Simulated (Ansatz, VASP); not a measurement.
**One calculation of PtS2, two programs**

```
CELL_PARAMETERS angstrom
1.75461 1.00167 5.52305
-1.77427 1.03573 5.52305
0.01966 -2.03740 5.52305
ATOMIC_POSITIONS crystal
Pt 0.00000 0.00000 0.00000
S 0.25469 0.26186 0.25835
S 0.74531 0.73814 0.74165
```

Change from the starting cell: shear_xy strain -1.9%.

Alike in both runs: task single point; functional r2SCAN; k mesh 8 × 8 × 8; no spin polarisation.

```csv
,VASP,Ansatz
version,VASP 6.6.1,Ansatz 0.2.0
potentials or method,"VASP PAW PBE potentials, release 64 (Pt, S)","plane waves, PAW"
plane-wave cutoff (eV),520,500
occupations,"gaussian, width 0.01 eV",fixed
valence electrons in the cell,22,30
```

Ansatz gave:

```
gap on the k mesh at the Fermi level (eV)                     : 1.13
pressure (GPa)                                                : 1.2
traceless stress, the component that is largest in VASP (GPa) : 1.19
rms of the force components (eV/Å)                            : 0.020
```

**Question.** What did VASP give for the same quantities?

**Answer.** gap on the k mesh at the Fermi level (eV): 1.12; pressure (GPa): 1.1; traceless stress, the component that is largest in VASP (GPa): 1.19; rms of the force components (eV/Å): 0.022.

VASP's potentials were made for PBE, not for r2SCAN. Atom by atom the forces differ by 0.002 eV/Å (rms over components). VASP's potentials hold 22 valence electrons a cell and Ansatz's 30, so a difference there can come from the potentials and not from the codes.

Spin-orbit coupling is off throughout.
